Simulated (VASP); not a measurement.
# Cu (Cmcm) in VASP: a series of runs, part 2 of 2

VASP 6.6.1. Earlier steps stand in the parts before.

**4. Single point, PBEsol**

This run uses another cell than the first one, of 11.39 Å³/atom.

INCAR

```
SYSTEM = Cu
PREC = Accurate
ENCUT = 520
EDIFF = 1E-7
ISMEAR = -1
SIGMA = 0.1
LREAL = .FALSE.
LASPH = .TRUE.
NELM = 100
ALGO = Normal
ISIF = 2
LWAVE = .FALSE.
LCHARG = .FALSE.
GGA = PS
NBANDS = 18
```

KPOINTS

```
regular mesh
0
G
  12 12 12
  0 0 0
```

POSCAR

```
Cu
1.0
    1.1978080774     -3.9089687402      0.0000000000
    1.1978080774      3.9089687402      0.0000000000
    0.0000000000      0.0000000000      2.4335303335
Cu
2
Direct
    0.1338670000      0.8661330000      0.2500000000
    0.8661330000      0.1338670000      0.7500000000
```

Potentials or basis: VASP PAW PBE potentials, release 64 (Cu).

Command:

```sh
cat potpaw_PBE.64/Cu/POTCAR > POTCAR
mpirun -np 1 vasp_std > vasp.out
```

OUTCAR:

```text
SYSTEM = Cu
   PREC = Accurate
   ENCUT = 520
   EDIFF = 1E-7
   ISMEAR = -1
   LREAL = .FALSE.
   LASPH = .TRUE.
   NELM = 100
   ISIF = 2
   GGA = PS

 ion  position               nearest neighbor table
   1  0.134  0.866  0.250-   2 2.42   2 2.42   2 2.49   2 2.49   2 2.49   2 2.49
   2  0.866  0.134  0.750-   1 2.42   1 2.42   1 2.49   1 2.49   1 2.49   1 2.49

  LATTYP: Found a base centered orthorhombic cell.
 ALAT       =     2.3956161548
 B/A-ratio  =     3.2634349475
 C/A-ratio  =     1.0158264831

  Lattice vectors:

 A1 = (   1.1978080774,  -3.9089687402,   0.0000000000)
 A2 = (   1.1978080774,   3.9089687402,   0.0000000000)
 A3 = (   0.0000000000,   0.0000000000,   2.4335303335)

Analysis of symmetry for initial positions (statically):
=====================================================================
 Subroutine PRICEL returns:
 Original cell was already a primitive cell.

 Routine SETGRP: Setting up the symmetry group for a
 base centered orthorhombic supercell.

 Subroutine GETGRP returns: Found  8 space group operations
 (whereof  4 operations were pure point group operations)
 out of a pool of  8 trial point group operations.
[... 158 lines left out ...]
  ext. energy  EPLUGINS =         0.00000000
  ---------------------------------------------------
  free energy    TOTEN  =        -8.28442666 eV

  energy without entropy =       -8.26511524  energy(sigma->0) =       -8.27477095

 E-fermi :   7.8554     XC(G=0): -13.0840

 val. band max:        7.8390837720   @ k =  -0.0833   0.0833   0.5000
 cond. band min:       7.8629773695   @ k =  -0.2500   0.1667   0.5000
 fundamental gap:      0.0238935975
 Fermi energy:         7.8553840624

 k-point     1 :       0.0000    0.0000    0.0000
  band No.  band energies     occupation
      1      -1.8174      2.00000
      2       2.5769      2.00000
      3       3.3889      2.00000
      4       3.9075      2.00000
      5       4.6711      2.00000
      6       4.9566      2.00000
[... 481 lines left out ...]
      5       4.5252      2.00000
      6       5.0107      2.00000
[... 10 lines left out ...]
     17      29.0240      0.00000
     18      29.8760      0.00000

 [... further k-points ...]
[... 5 lines left out ...]
  --------------------------------------------------------------------------------------
  -------------------------------------------------------------------------------------
  Total        1.0164589      1.0800968      1.1569238      0.0000000      0.0000000      0.0000000
  in kB       71.4634854     75.9376354     81.3390578      0.0000000      0.0000000      0.0000000
  external PRESSURE =      76.2467262 kB  Pullay stress =       0.0000000 kB

 VOLUME and BASIS-vectors are now :
 -----------------------------------------------------------------------------
  energy-cutoff  :      520.00
  volume of cell :       22.79
      direct lattice vectors                 reciprocal lattice vectors
     1.197808077 -3.908968740  0.000000000     0.417429144 -0.127910974  0.000000000
     1.197808077  3.908968740  0.000000000     0.417429144  0.127910974  0.000000000
     0.000000000  0.000000000  2.433530333     0.000000000  0.000000000  0.410925636

 POSITION                                       TOTAL-FORCE (eV/Angst)
 -----------------------------------------------------------------------------------
      1.19781      2.86240      0.60838         0.000000      0.062974      0.000000
      1.19781     -2.86240      1.82515         0.000000     -0.062974      0.000000
 -----------------------------------------------------------------------------------
    total drift:                                0.000000      0.000000      0.000000

  FREE ENERGIE OF THE ION-ELECTRON SYSTEM (eV)
  ---------------------------------------------------
  free  energy   TOTEN  =        -8.2844266613 eV

  energy  without entropy=       -8.2651152409  energy(sigma->0) =       -8.27477095
```

OSZICAR:

```text
N       E                     dE             d eps       ncg     rms          rms(c)
DAV:   1     0.121816300676E+03    0.12182E+03   -0.10440E+04 11604   0.220E+03
DAV:   2    -0.412290380613E+01   -0.12594E+03   -0.11947E+03 10858   0.290E+02
DAV:   3    -0.103339398344E+02   -0.62110E+01   -0.59970E+01 12182   0.872E+01
DAV:   4    -0.103993493456E+02   -0.65410E-01   -0.65364E-01 12682   0.962E+00
DAV:   5    -0.104002255669E+02   -0.87622E-03   -0.87619E-03 13294   0.972E-01    0.118E+01
DAV:   6    -0.907761991362E+01    0.13226E+01   -0.12886E+01 11588   0.104E+02    0.562E+00
DAV:   7    -0.831276596709E+01    0.76485E+00   -0.24587E+00 11828   0.417E+01    0.773E-01
DAV:   8    -0.828983121599E+01    0.22935E-01   -0.27342E-02 14592   0.227E+00    0.539E-01
DAV:   9    -0.828469848797E+01    0.51327E-02   -0.53043E-03 13532   0.204E+00    0.994E-02
DAV:  10    -0.828442384249E+01    0.27465E-03   -0.35585E-04 17772   0.298E-01    0.671E-03
DAV:  11    -0.828442665913E+01   -0.28166E-05   -0.81900E-06 13074   0.251E-02    0.403E-03
DAV:  12    -0.828442685429E+01   -0.19516E-06   -0.63452E-07 14082   0.143E-02    0.131E-03
DAV:  13    -0.828442668950E+01    0.16479E-06   -0.46291E-08  6448   0.533E-03    0.245E-04
DAV:  14    -0.828442666134E+01    0.28159E-07   -0.57096E-09  6334   0.104E-03
   1 F= -.82844267E+01 E0= -.82747710E+01  d E =-.193114E-01
```

Wall time 60 s (1 thread of Intel Xeon 6975P-C (Granite Rapids), shared host); peak memory 0.21 GiB.

What came out:

* Free energy: -8.2844 eV
* Pressure: 7.6 GPa
* Largest force: 0.063 eV/Å
* Band gap on the k mesh: zero (bands 11 and 12 overlap by 5.67 eV)

Forces in eV/Å, atoms in the order of the input:
```
Cu   0.000  0.063  0.000
Cu   0.000 -0.063  0.000
```

Stress tensor (GPa, compression positive):
```
7.15 0.00 0.00
0.00 7.59 0.00
0.00 0.00 8.13
```

Caveat: the cell stands under pressure; the PAW data sets were made with another functional, which shifts forces and pressure a little.

**5. The runs side by side**

```csv
cell,gap on the mesh (eV),pressure (GPa),largest force (eV/Å)
"a = 4.015, b = 4.015, c = 2.390 Å, angles 90.0, 90.0, 145.9°, 2 atoms",none,19.2,0.15
"a = 4.052, b = 4.052, c = 2.412 Å, angles 90.0, 90.0, 145.9°, 2 atoms",none,13.0,0.11
"a = 4.088, b = 4.088, c = 2.434 Å, angles 90.0, 90.0, 145.9°, 2 atoms",none,7.6,0.06
```

Alike in all rows: task single point; level PBEsol; potentials or basis VASP PAW PBE potentials, release 64 (Cu); no spin polarisation; k mesh 12 × 12 × 12; cutoff (eV) 520; smearing fermi-dirac 0.1 eV.

Caveats: the cell stands under pressure; the PAW data sets were made with another functional, which shifts forces and pressure a little.

Total energies depend on the potentials used, so only differences within one code and one set of settings carry meaning.
